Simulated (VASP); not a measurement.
# Re (P6/mmm) in VASP: a series of runs

Re is run at these levels: revPBE; tasks: single point.

Program: VASP 6.6.1. These are calculated values, not measurements. Logs are shortened: lines on timing, memory, paths and dates and some standing lists are left out, and cuts for length are marked.

## Step 1: The cell of the first run

Symmetry: P6/mmm, No. 191, hexagonal system. The conventional cell has a = 4.449 Å, b = 4.449 Å, c = 2.788 Å, α = 90.00°, β = 90.00°, γ = 120.00°. Within 3.7 Å of Re (site symmetry 6/mmm) lie 14 Re at 2.79 to 2.92 Å. Re (site symmetry -6m2) has 11 Re at 2.57 to 2.92 Å within 3.4 Å.

This isn't the form of Re at room conditions, which is hcp.

## Step 2: Single point, revPBE (15.93 Å³/atom)

The input, INCAR:

```
PREC = Accurate
ENCUT = 500
EDIFF = 1E-6
ISMEAR = -1
SIGMA = 0.1
LREAL = F
LASPH = T
NELM = 120
ALGO = Normal
ISIF = 2
LWAVE = F
LCHARG = F
GGA = RE
NBANDS = 30
GGA_COMPAT = F
```

The input, KPOINTS:

```
Automatic mesh
0
Gamma
  9 9 13
```

The input, POSCAR:

```
Re
1.0
    4.4491468304      0.0000000000      0.0000000000
   -2.2245734152      3.8530741803      0.0000000000
    0.0000000000      0.0000000000      2.7881912740
Re
3
Direct
    0.0000000000      0.0000000000      1.0000000000
    0.3333333333      0.6666666667      0.5000000000
    0.6666666667      0.3333333333      0.5000000000
```

Potentials or basis: VASP PAW PBE potentials, release 64 (Re_sv_GW).

The run is started by

```console
cat potpaw_PBE.64/Re_sv_GW/POTCAR > POTCAR
mpirun -np 1 vasp_std > vasp.out
```

OUTCAR:

```text
PREC = Accurate
   ENCUT = 500
   EDIFF = 1E-6
   ISMEAR = -1
   LREAL = F
   LASPH = T
   NELM = 120
   ISIF = 2
   GGA = RE

 ion  position               nearest neighbor table
   1  0.000  0.000  0.000-   2 2.92   3 2.92   2 2.92   3 2.92   3 2.92   3 2.92   2 2.92   2 2.92
                             3 2.92   3 2.92   2 2.92   2 2.92
   2  0.333  0.667  0.500-   3 2.57   3 2.57   3 2.57   1 2.92   1 2.92   1 2.92   1 2.92   1 2.92
                             1 2.92
   3  0.667  0.333  0.500-   2 2.57   2 2.57   2 2.57   1 2.92   1 2.92   1 2.92   1 2.92   1 2.92
                             1 2.92

  LATTYP: Found a hexagonal cell.
 ALAT       =     4.4491468304
 C/A-ratio  =     0.6266799861

  Lattice vectors:

 A1 = (   4.4491468304,   0.0000000000,   0.0000000000)
 A2 = (  -2.2245734152,   3.8530741803,   0.0000000000)
 A3 = (   0.0000000000,   0.0000000000,   2.7881912740)

Analysis of symmetry for initial positions (statically):
=====================================================================
 Subroutine PRICEL returns:
 Original cell was already a primitive cell.

 Routine SETGRP: Setting up the symmetry group for a
 hexagonal supercell.

 Subroutine GETGRP returns: Found 24 space group operations
 (whereof 24 operations were pure point group operations)
 out of a pool of 24 trial point group operations.

The static configuration has the point symmetry D_6h.

Analysis of symmetry for dynamics (positions and initial velocities):
=====================================================================
 Subroutine PRICEL returns:
 Original cell was already a primitive cell.

 Routine SETGRP: Setting up the symmetry group for a
 hexagonal supercell.

 Subroutine GETGRP returns: Found 24 space group operations
 (whereof 24 operations were pure point group operations)
 out of a pool of 24 trial point group operations.

The dynamic configuration has the point symmetry D_6h.

 Subroutine INISYM returns: Found 24 space group operations
 (whereof 24 operations are pure point group operations),
 and found     1 'primitive' translations

----------------------------------------------------------------------------------------

                                     Primitive cell

  volume of cell :      47.7977

  direct lattice vectors                    reciprocal lattice vectors
     4.449146830  0.000000000  0.000000000     0.224762193  0.129766513  0.000000000
    -2.224573415  3.853074180  0.000000000     0.000000000  0.259533026  0.000000000
     0.000000000  0.000000000  2.788191274     0.000000000  0.000000000  0.358655451

  length of vectors
     4.449146830  4.449146830  2.788191274     0.259533026  0.259533026  0.358655451

  position of ions in fractional coordinates (direct lattice)
     0.000000000  0.000000000  0.000000000
     0.333333333  0.666666667  0.500000000
     0.666666667  0.333333333  0.500000000

  ion indices of the primitive-cell ions
   primitive index   ion index
                 1           1
                 2           2
                 3           3

----------------------------------------------------------------------------------------

 KPOINTS: Automatic mesh

Automatic generation of k-mesh.
 Grid dimensions read from file:
 generate k-points for:    9    9   13

 Generating k-lattice:

  Cartesian coordinates                     Fractional coordinates (reciprocal lattice)
     0.024973577  0.014418501  0.000000000     0.111111111 -0.000000000  0.000000000
     0.000000000  0.028837003  0.000000000     0.000000000  0.111111111  0.000000000
     0.000000000  0.000000000  0.027588881     0.000000000  0.000000000  0.076923077

  Length of vectors
     0.028837003  0.028837003  0.027588881

  Shift w.r.t. Gamma in fractional coordinates (k-lattice)
     0.000000000  0.000000000  0.000000000

 Subroutine IBZKPT returns following result:
 ===========================================

 Found     84 irreducible k-points:

 Following reciprocal coordinates:
            Coordinates               Weight
  0.000000  0.000000  0.000000      1.000000
  0.111111  0.000000  0.000000      6.000000
  0.222222  0.000000  0.000000      6.000000
  0.333333  0.000000  0.000000      6.000000
  0.444444  0.000000  0.000000      6.000000
  0.111111  0.111111  0.000000      6.000000
[... 16 lines left out ...]
  0.333333  0.222222  0.076923     24.000000
  0.333333  0.333333  0.076923      4.000000
 [... further k-points ...]
   k-points           NKPTS =     84   k-points in BZ     NKDIM =     84   number of bands    NBANDS=     30
   number of dos      NEDOS =    301   number of ions     NIONS =      3
   total plane-waves  NPLWV =  20480
   dimension x,y,z NGX =    32 NGY =   32 NGZ =   20
   dimension x,y,z NGXF=    64 NGYF=   64 NGZF=   40
   ions per type =               3
   NGX,Y,Z   is equivalent  to a cutoff of  11.96, 11.96, 11.93 a.u.
   NGXF,Y,Z  is equivalent  to a cutoff of  23.91, 23.91, 23.85 a.u.
 SYSTEM =  unknown system
   PREC   = accura    normal or accurate (medium, high low for compatibility)
   ISTART =      0    job   : 0-new  1-cont  2-samecut
   ICHARG =      2    charge: 1-file 2-atom 10-const
   ISPIN  =      1    spin polarized calculation?
   LNONCOLLINEAR =      F non collinear calculations
   LSORBIT =      F    spin-orbit coupling
   LASPH  =      T    aspherical Exc in radial PAW
   ENCUT  =  500.0 eV  36.75 Ry    6.06 a.u.   8.11  8.11  5.08*2*pi/ulx,y,z
   NELM   =    120;   NELMIN=  2; NELMDL= -5     # of ELM steps
   EDIFF  = 0.1E-05   stopping-criterion for ELM
   LREAL  =      F    real-space projection
   EDIFFG = 0.1E-04   stopping-criterion for IOM
   NSW    =      0    number of steps for IOM
   IBRION =     -1    ionic relax: 0-MD 1-quasi-New 2-CG
   NFREE  =      0    steps in history (QN), initial steepest desc. (CG)
   ISIF   =      2    stress and relaxation
   ISYM   =      2    0-nonsym 1-usesym 2-fastsym
   POTIM  = 0.5000    time-step for ionic-motion
   TEBEG  =    0.0;   TEEND  =   0.0 temperature during run
   PSTRESS=    0.0 pullay stress
   NELECT =      45.0000    total number of electrons
   NUPDOWN=      -1.0000    fix difference up-down
   EMIN   =  10.00;   EMAX   =-10.00  energy-range for DOS
   EFERMI =   0.00;   METHOD = LEGACY
   ISMEAR =    -1;   SIGMA  =   0.10  broadening in eV -4-tet -1-fermi 0-gaus
   EFERMI_NEDOS =   21; number of points for ismear=-14 and -15
   IALGO  =     38    algorithm
   IMIX   =      4    mixing-type and parameters
     AMIX     =   0.40;   BMIX     =  1.00
     AMIX_MAG =   1.60;   BMIX_MAG =  1.00
  volume/ion in A,a.u.               =      15.93       107.52
  Fermi-wavevector in a.u.,A,eV,Ry     =   1.604514  3.032091 35.027715  2.574464
  Thomas-Fermi vector in A             =   2.701006
   LORBIT       =      0    0 simple, 1 ext, 2 COOP (PROOUT), +10 PAW based schemes
   GGA     = RE    functional components
   LHFCALC =     F    Hartree Fock is set to
   AEXX    =    0.0000 exact exchange contribution
   IVDW    =     0    specifies the selected vdW correction
   LEPSILON=     F    determine dielectric tensor
   LRPA    =     F    only Hartree local field effects (RPA)
 non-spin polarized calculation
  energy-cutoff  :      500.00
  volume of cell :       47.80
 maximum number of plane-waves:      1236
   NGX = 17   NGY = 17   NGZ = 11

 number of electron      44.9999997 magnetization

 Free energy of the ion-electron system (eV)
  ---------------------------------------------------
  ext. energy  EPLUGINS =         0.00000000
  ---------------------------------------------------
  free energy    TOTEN  =       -40.05403005 eV

  energy without entropy =      -39.97564967  energy(sigma->0) =      -40.01483986

 E-fermi :  11.8551     XC(G=0): -13.6968

 val. band max:       11.8519641958   @ k =   0.4444   0.1111   0.4615
 cond. band min:      11.8569690406   @ k =   0.1111   0.0000   0.2308
 fundamental gap:      0.0050048448
 Fermi energy:        11.8550583791

 k-point     1 :       0.0000    0.0000    0.0000
  band No.  band energies     occupation
      1     -68.1131      2.00000
      2     -68.0402      2.00000
      3     -67.9393      2.00000
      4     -30.2520      2.00000
      5     -30.2520      2.00000
      6     -29.9884      2.00000
[... 22 lines left out ...]
     29      19.4181      0.00000
     30      20.9578      0.00000

 k-point     2 :       0.1111    0.0000    0.0000
  band No.  band energies     occupation
      1     -68.1094      2.00000
      2     -68.0405      2.00000
      3     -67.9430      2.00000
      4     -30.2893      2.00000
      5     -30.2638      2.00000
      6     -29.9460      2.00000
[... 22 lines left out ...]
     29      19.4927      0.00000
     30      20.3915      0.00000

 k-point     3 :       0.2222    0.0000    0.0000
  band No.  band energies     occupation
      1     -68.0998      2.00000
      2     -68.0400      2.00000
      3     -67.9536      2.00000
      4     -30.3572      2.00000
      5     -30.2602      2.00000
      6     -29.8646      2.00000
[... 22 lines left out ...]
     29      18.1680      0.00000
     30      18.7360      0.00000

 k-point     4 :       0.3333    0.0000    0.0000
  band No.  band energies     occupation
      1     -68.0882      2.00000
      2     -68.0373      2.00000
      3     -67.9684      2.00000
      4     -30.4153      2.00000
      5     -30.2025      2.00000
      6     -29.7994      2.00000
[... 616 lines left out ...]
     29      15.9561      0.00000
     30      16.6722      0.00000

 k-point    23 :       0.3333    0.2222    0.0769
  band No.  band energies     occupation
      1     -68.0773      2.00000
      2     -68.0208      2.00000
      3     -67.9902      2.00000
      4     -30.3749      2.00000
      5     -30.1448      2.00000
      6     -29.9759      2.00000
[... 22 lines left out ...]
     29      15.1899      0.00000
     30      15.9002      0.00000

 k-point    24 :       0.3333    0.3333    0.0769
  band No.  band energies     occupation
      1     -68.0764      2.00000
      2     -68.0061      2.00000
      3     -68.0061      2.00000
      4     -30.3514      2.00000
      5     -30.0844      2.00000
      6     -30.0844      2.00000
[... 22 lines left out ...]
     29      15.0834      0.00000
     30      15.6462      0.00000

 [... further k-points ...]

------------------------ aborting loop because EDIFF is reached ----------------------------------------

  FORCE on cell =-STRESS in cart. coord.  units (eV):
  Direction    XX          YY          ZZ          XY          YZ          ZX
  --------------------------------------------------------------------------------------
  -------------------------------------------------------------------------------------
  Total       -4.4430320     -4.4430320     -4.2835943      0.0000000     -0.0000000     -0.0000000
  in kB     -148.9303994   -148.9303994   -143.5860495      0.0000000     -0.0000000     -0.0000000
  external PRESSURE =    -147.1489495 kB  Pullay stress =       0.0000000 kB

 VOLUME and BASIS-vectors are now :
 -----------------------------------------------------------------------------
  energy-cutoff  :      500.00
  volume of cell :       47.80
      direct lattice vectors                 reciprocal lattice vectors
     4.449146830  0.000000000  0.000000000     0.224762193  0.129766513  0.000000000
    -2.224573415  3.853074180  0.000000000     0.000000000  0.259533026  0.000000000
     0.000000000  0.000000000  2.788191274     0.000000000  0.000000000  0.358655451

 POSITION                                       TOTAL-FORCE (eV/Angst)
 -----------------------------------------------------------------------------------
      0.00000      0.00000      0.00000        -0.000000      0.000000      0.000000
     -0.00000      2.56872      1.39410        -0.000000     -0.000000      0.000000
      2.22457      1.28436      1.39410         0.000000      0.000000      0.000000
 -----------------------------------------------------------------------------------
    total drift:                               -0.000000      0.000000      0.000000

  FREE ENERGIE OF THE ION-ELECTRON SYSTEM (eV)
  ---------------------------------------------------
  free  energy   TOTEN  =       -40.0540300500 eV

  energy  without entropy=      -39.9756496690  energy(sigma->0) =      -40.01483986
```

It took 82 s on 1 thread of AMD EPYC 7R43 (Zen 3), shared host; peak memory 0.19 GiB.

Results:

* Free energy: -40.0540 eV
* Pressure: -14.7 GPa
* Band gap on the k mesh: zero (an odd number of electrons rules out a gap without spin polarisation)

Caveat: the cell stands under tension; the PAW data sets were made with another functional, which shifts forces and pressure a little; spin-orbit coupling is left out, which moves the levels of the heavy elements.

## Step 3: Single point, revPBE (17.16 Å³/atom)

This run uses another cell than the first one, of 17.16 Å³/atom.

The input, INCAR:

```
  ALGO = Normal
  EDIFF = 1E-6
  ENCUT = 500
  GGA = RE
  GGA_COMPAT = F
  ISIF = 2
  ISMEAR = -1
  LASPH = T
  LCHARG = F
  LREAL = F
  LWAVE = F
  NBANDS = 30
  NELM = 120
  PREC = Accurate
  SIGMA = 0.1
```

The input, KPOINTS:

```
k-points
0
Gamma
  9 9 13
```

The input, POSCAR:

```
Re
1.0
    4.5604213094      0.0000000000      0.0000000000
   -2.2802106547      3.9494407059      0.0000000000
    0.0000000000      0.0000000000      2.8579247630
Re
3
Direct
    0.0000000000      0.0000000000      1.0000000000
    0.3333333333      0.6666666667      0.5000000000
    0.6666666667      0.3333333333      0.5000000000
```

Potentials or basis: VASP PAW PBE potentials, release 64 (Re_sv_GW).

The run is started by

```console
cat potpaw_PBE.64/Re_sv_GW/POTCAR > POTCAR
mpirun -np 1 vasp_std > vasp.out
```

Wall time 50 s (1 thread of Intel Xeon 6975P-C (Granite Rapids), shared host); peak memory 0.25 GiB.

Results (log left out):

```
Free energy            : -39.5575 eV
Pressure               : -32.1 GPa
Band gap on the k mesh : zero (an odd number of electrons rules out a gap without spin polarisation)
```

Stress tensor (GPa, compression positive):
```
-33.02   0.00   0.00
  0.00 -33.02   0.00
  0.00   0.00 -30.17
```

Levels at points of the mesh, in eV from the Fermi level:
| k point | band 20 | band 21 | band 22 | band 23 | band 24 | band 25 |
| --- | --- | --- | --- | --- | --- | --- |
| (0.00, 0.00, 0.00) | -1.58 | -0.63 | -0.63 | 0.08 | 0.08 | 0.12 |

Caveat: the cell stands under tension; the PAW data sets were made with another functional, which shifts forces and pressure a little; spin-orbit coupling is left out, which moves the levels of the heavy elements.
